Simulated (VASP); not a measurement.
# Se (R-3m) in VASP: relaxation of cell and atoms with PBEsol

Aim: the relaxation of cell and atoms of Se with PBEsol.

Everything below comes from runs of VASP 6.6.1. Logs are shortened: lines on timing, memory, paths and dates and some standing lists are left out, and cuts for length are marked.

## 1. The cell of the first run

Symmetry: R-3m, No. 166, trigonal system. Conventional cell: a = 3.850 Å, b = 3.850 Å, c = 2.645 Å, α = 90.00°, β = 90.00°, γ = 120.00°. Se (site symmetry -3m) has 14 Se at 2.39 to 2.84 Å within 3.2 Å.

## 2. Relaxation of cell and atoms, PBEsol

INCAR

```
ALGO = Normal ; EDIFF = 1E-7
EDIFFG = -0.01 ; ENCUT = 600
GGA = PS ; IBRION = 2
ISIF = 3 ; ISMEAR = 0
LASPH = True ; LCHARG = False
LREAL = False ; LWAVE = False
NELM = 100 ; NSW = 80
PREC = Accurate ; SIGMA = 0.05
```

KPOINTS

```
k-points
0
Gamma
  22 22 22
```

POSCAR

```
Se
1.0
    1.9250000000      1.1113992682      0.8816666667
   -1.9250000000      1.1113992682      0.8816666667
    0.0000000000     -2.2227985364      0.8816666667
Se
1
Direct
    0.0000000000      0.0000000000      0.0000000000
```

Potentials or basis: VASP PAW PBE potentials, release 64 (Se).

On the command line:

```sh
$ cat potpaw_PBE.64/Se/POTCAR > POTCAR
$ mpirun -np 1 vasp_std > vasp.out
```

OUTCAR:

```text
EDIFF = 1E-7
   EDIFFG = -0.01
   ENCUT = 600
   GGA = PS
   IBRION = 2
   ISIF = 3
   ISMEAR = 0
   LASPH = True
   LREAL = False
   NELM = 100
   NSW = 80
   PREC = Accurate

 ion  position               nearest neighbor table
   1  0.000  0.000  0.000-

  LATTYP: Found a trigonal (rhomboedric) cell.
 ALAT       =     2.3912694211
 COS(alpha) =    -0.2960878603

  Lattice vectors:

 A1 = (   1.9250000000,   1.1113992682,   0.8816666667)
 A2 = (  -1.9250000000,   1.1113992682,   0.8816666667)
 A3 = (   0.0000000000,  -2.2227985364,   0.8816666667)

Analysis of symmetry for initial positions (statically):
=====================================================================
 Subroutine PRICEL returns:
 Original cell was already a primitive cell.

 Routine SETGRP: Setting up the symmetry group for a
 trigonal (rhombohedral) supercell.

 Subroutine GETGRP returns: Found 12 space group operations
 (whereof 12 operations were pure point group operations)
 out of a pool of 12 trial point group operations.

The static configuration has the point symmetry D_3d.

Analysis of symmetry for dynamics (positions and initial velocities):
=====================================================================
 Subroutine PRICEL returns:
 Original cell was already a primitive cell.

 Routine SETGRP: Setting up the symmetry group for a
 trigonal (rhombohedral) supercell.

 Subroutine GETGRP returns: Found 12 space group operations
 (whereof 12 operations were pure point group operations)
 out of a pool of 12 trial point group operations.

The dynamic configuration has the point symmetry D_3d.

 Subroutine INISYM returns: Found 12 space group operations
 (whereof 12 operations are pure point group operations),
 and found     1 'primitive' translations

----------------------------------------------------------------------------------------

                                     Primitive cell

  volume of cell :      11.3177

  direct lattice vectors                    reciprocal lattice vectors
     1.925000000  1.111399268  0.881666667     0.259740260  0.149961109  0.378071834
    -1.925000000  1.111399268  0.881666667    -0.259740260  0.149961109  0.378071834
     0.000000000 -2.222798536  0.881666667     0.000000000 -0.299922218  0.378071834

  length of vectors
     2.391269421  2.391269421  2.391269421     0.482588487  0.482588487  0.482588487

  position of ions in fractional coordinates (direct lattice)
     0.000000000  0.000000000  0.000000000

  ion indices of the primitive-cell ions
   primitive index   ion index
                 1           1

----------------------------------------------------------------------------------------

 KPOINTS: k-points

Automatic generation of k-mesh.
 Grid dimensions read from file:
 generate k-points for:   22   22   22

 Generating k-lattice:

  Cartesian coordinates                     Fractional coordinates (reciprocal lattice)
     0.011806375  0.006816414  0.017185083     0.045454545  0.000000000  0.000000000
    -0.011806375  0.006816414  0.017185083     0.000000000  0.045454545  0.000000000
     0.000000000 -0.013632828  0.017185083     0.000000000  0.000000000  0.045454545

  Length of vectors
     0.021935840  0.021935840  0.021935840

  Shift w.r.t. Gamma in fractional coordinates (k-lattice)
     0.000000000  0.000000000  0.000000000

 Subroutine IBZKPT returns following result:
 ===========================================

 Found   1024 irreducible k-points:

 Following reciprocal coordinates:
            Coordinates               Weight
  0.000000  0.000000  0.000000      1.000000
  0.045455 -0.000000  0.000000      6.000000
  0.090909 -0.000000  0.000000      6.000000
  0.136364 -0.000000  0.000000      6.000000
  0.181818 -0.000000  0.000000      6.000000
  0.227273 -0.000000  0.000000      6.000000
[... 16 lines left out ...]
  0.500000  0.045455 -0.000000     12.000000
 -0.454545  0.045455 -0.000000     12.000000
 [... further k-points ...]
   k-points           NKPTS =   1024   k-points in BZ     NKDIM =   1024   number of bands    NBANDS=      7
   number of dos      NEDOS =    301   number of ions     NIONS =      1
   total plane-waves  NPLWV =   8000
   dimension x,y,z NGX =    20 NGY =   20 NGZ =   20
   dimension x,y,z NGXF=    40 NGYF=   40 NGZF=   40
   ions per type =               1
   NGX,Y,Z   is equivalent  to a cutoff of  13.90, 13.90, 13.90 a.u.
   NGXF,Y,Z  is equivalent  to a cutoff of  27.81, 27.81, 27.81 a.u.
 SYSTEM =  unknown system
   PREC   = accura    normal or accurate (medium, high low for compatibility)
   ISTART =      0    job   : 0-new  1-cont  2-samecut
   ICHARG =      2    charge: 1-file 2-atom 10-const
   ISPIN  =      1    spin polarized calculation?
   LNONCOLLINEAR =      F non collinear calculations
   LSORBIT =      F    spin-orbit coupling
   LASPH  =      T    aspherical Exc in radial PAW
   ENCUT  =  600.0 eV  44.10 Ry    6.64 a.u.   4.78  4.78  4.78*2*pi/ulx,y,z
   NELM   =    100;   NELMIN=  2; NELMDL= -5     # of ELM steps
   EDIFF  = 0.1E-06   stopping-criterion for ELM
   LREAL  =      F    real-space projection
   EDIFFG = -.1E-01   stopping-criterion for IOM
   NSW    =     80    number of steps for IOM
   IBRION =      2    ionic relax: 0-MD 1-quasi-New 2-CG
   NFREE  =      1    steps in history (QN), initial steepest desc. (CG)
   ISIF   =      3    stress and relaxation
   ISYM   =      2    0-nonsym 1-usesym 2-fastsym
   POTIM  = 0.5000    time-step for ionic-motion
   TEBEG  =    0.0;   TEEND  =   0.0 temperature during run
   PSTRESS=    0.0 pullay stress
   NELECT =       6.0000    total number of electrons
   NUPDOWN=      -1.0000    fix difference up-down
   EMIN   =  10.00;   EMAX   =-10.00  energy-range for DOS
   EFERMI =   0.00;   METHOD = LEGACY
   ISMEAR =     0;   SIGMA  =   0.05  broadening in eV -4-tet -1-fermi 0-gaus
   EFERMI_NEDOS =   21; number of points for ismear=-14 and -15
   IALGO  =     38    algorithm
   IMIX   =      4    mixing-type and parameters
     AMIX     =   0.40;   BMIX     =  1.00
     AMIX_MAG =   1.60;   BMIX_MAG =  1.00
  volume/ion in A,a.u.               =      11.32        76.38
  Fermi-wavevector in a.u.,A,eV,Ry     =   1.324971  2.503832 23.885687  1.755548
  Thomas-Fermi vector in A             =   2.454466
   LORBIT       =      0    0 simple, 1 ext, 2 COOP (PROOUT), +10 PAW based schemes
   GGA     = PS    functional components
   LHFCALC =     F    Hartree Fock is set to
   AEXX    =    0.0000 exact exchange contribution
   IVDW    =     0    specifies the selected vdW correction
   LEPSILON=     F    determine dielectric tensor
   LRPA    =     F    only Hartree local field effects (RPA)
 conjugate gradient relaxation of ions
 non-spin polarized calculation
 Gauss-broadening in eV      SIGMA  =   0.05
  energy-cutoff  :      600.00
  volume of cell :       11.32
 maximum number of plane-waves:       394
   NGX =  9   NGY =  9   NGZ =  9

--------------------------------------- Ionic step        1  -------------------------------------------

 number of electron       6.0000000 magnetization

 Free energy of the ion-electron system (eV)
  ---------------------------------------------------
  ext. energy  EPLUGINS =         0.00000000
  ---------------------------------------------------
  free energy    TOTEN  =        -1.07825741 eV

  energy without entropy =       -1.07789627  energy(sigma->0) =       -1.07807684

 E-fermi :  14.7373     XC(G=0): -13.5057

 val. band max:       14.7324250423   @ k =  -0.3636   0.3182   0.2273
 cond. band min:      14.7488646780   @ k =   0.4545   0.4545   0.2727
 fundamental gap:      0.0164396357
 Fermi energy:        14.7372892680

 k-point     1 :       0.0000    0.0000    0.0000
  band No.  band energies     occupation
      1      -8.9292      2.00000
      2      20.2667      0.00000
      3      22.5193      0.00000
      4      22.5193      0.00000
      5      27.1638      0.00000
      6      27.1638      0.00000
      7      29.5971      0.00000
[... 577 lines left out ...]
  FREE ENERGIE OF THE ION-ELECTRON SYSTEM (eV)
  ---------------------------------------------------
  free  energy   TOTEN  =        -3.4184196126 eV

  energy  without entropy=       -3.4175286171  energy(sigma->0) =       -3.41797411

[... ionic steps 4 to 18 ...]

--------------------------------------- Ionic step       19  -------------------------------------------

 number of electron       6.0000002 magnetization

------------------------ aborting loop because EDIFF is reached ----------------------------------------

  FORCE on cell =-STRESS in cart. coord.  units (eV):
  Direction    XX          YY          ZZ          XY          YZ          ZX
  --------------------------------------------------------------------------------------
  -------------------------------------------------------------------------------------
  Total        0.2894759      0.2894759      0.2379355      0.0000000     -0.0000000      0.0000000
  in kB       21.9996913     21.9996913     18.0827032      0.0000000     -0.0000000      0.0000000
  external PRESSURE =      20.6940286 kB  Pullay stress =       0.0000000 kB
[... 304 lines left out ...]
  energy  without entropy=       -3.7496238723  energy(sigma->0) =       -3.74990124

--------------------------------------- Ionic step       21  -------------------------------------------

 number of electron       6.0000001 magnetization

 Free energy of the ion-electron system (eV)
  ---------------------------------------------------
  ext. energy  EPLUGINS =         0.00000000
  ---------------------------------------------------
  free energy    TOTEN  =        -3.75081578 eV

  energy without entropy =       -3.75022569  energy(sigma->0) =       -3.75052073

 E-fermi :   5.1143     XC(G=0): -10.2880

 val. band max:        5.1054763968   @ k =  -0.3182   0.2727   0.1818
 cond. band min:       5.1180214895   @ k =  -0.4545   0.3636   0.2273
 fundamental gap:      0.0125450927
 Fermi energy:         5.1142675017

 k-point     1 :       0.0000    0.0000    0.0000
  band No.  band energies     occupation
      1     -11.3244      2.00000
      2       6.4972      0.00000
      3       6.6696      0.00000
      4       6.6696      0.00000
      5      12.8106      0.00000
      6      12.8106      0.00000
      7      13.0574      0.00000
[... 258 lines left out ...]
  FREE ENERGIE OF THE ION-ELECTRON SYSTEM (eV)
  ---------------------------------------------------
  free  energy   TOTEN  =        -3.7508157750 eV

  energy  without entropy=       -3.7502256866  energy(sigma->0) =       -3.75052073

 reached required accuracy - stopping structural energy minimisation
```

Wall time 11 min (1 thread of Intel Xeon 6975P-C (Granite Rapids), shared host); peak memory 0.22 GiB.

What came out:

| Quantity | Value |
| --- | --- |
| Free energy | -3.7508 eV |
| Relaxed volume | 21.58 Å³/atom |
| Relaxed cell | a = 2.785 Å, b = 2.785 Å, c = 2.785 Å, α = 91.23°, β = 91.23°, γ = 91.23° |
| Space group after relaxing (to 0.1 Å) | R-3m (No. 166) |
| Energy gained by relaxing | 2672.6 meV/atom |
| Ionic steps | 21 |
| Pressure after relaxing | 0.0 GPa |
| Band gap on the k mesh | zero (bands 3 and 4 overlap by 6.19 eV) |

The path:
```tsv
step	energy change (eV)	largest force (eV/Å)	pressure (GPa)	volume (Å³)
1	0.0000	0.0000	152.57	11.32
2	-0.9380	0.0000	-10.56	39.74
3	-2.3402	0.0000	-4.60	20.58
4	-2.3536	0.0000	-2.61	20.00
5	-2.3592	0.0000	0.28	19.30
6	-2.3589	0.0000	-0.57	19.49
7	-2.4032	0.0000	-0.29	19.56
8	-2.5578	0.0000	1.79	19.62
9	-2.5811	0.0000	12.64	19.02
10	-2.5922	0.0000	11.78	19.18
11	-2.6217	0.0000	9.22	19.67
12	-2.6581	0.0000	4.41	20.58
13	-2.6240	0.0000	-3.81	22.23
14	-2.6640	0.0000	2.13	21.03
15	-2.6641	0.0000	1.76	21.10
16	-2.6640	0.0000	1.56	21.14
17	-2.6649	0.0000	1.63	21.13
18	-2.6673	0.0000	1.80	21.12
19	-2.6692	0.0000	2.07	21.08
20	-2.6719	0.0000	0.89	21.36
21	-2.6726	0.0000	0.00	21.58
```

Final structure:
```
CELL_PARAMETERS angstrom
1.99009 1.14898 1.57281
-1.99009 1.14898 1.57281
0.00000 -2.29796 1.57281
ATOMIC_POSITIONS crystal
Se 0.00000 0.00000 0.00000
```

Levels at points of the mesh, in eV from the Fermi level:
| k point | band 1 | band 2 | band 3 | band 4 | band 5 | band 6 |
| --- | --- | --- | --- | --- | --- | --- |
| (0.00, 0.00, 0.00) | -16.44 | 1.38 | 1.56 | 1.56 | 7.70 | 7.70 |
| (0.50, 0.00, 0.00) | -14.19 | -7.37 | 2.97 | 3.08 | 9.95 | 11.75 |
| (0.50, 0.50, 0.00) | -11.95 | -5.43 | -5.16 | 2.57 | 4.42 | 13.63 |
| (0.50, 0.50, 0.50) | -9.66 | -3.59 | -3.59 | -3.22 | 5.47 | 5.47 |

Caveat: the volume moved by over 15 % at a fixed basis, so the end points are rough; the PAW data sets were made with another functional, which shifts forces and pressure a little.
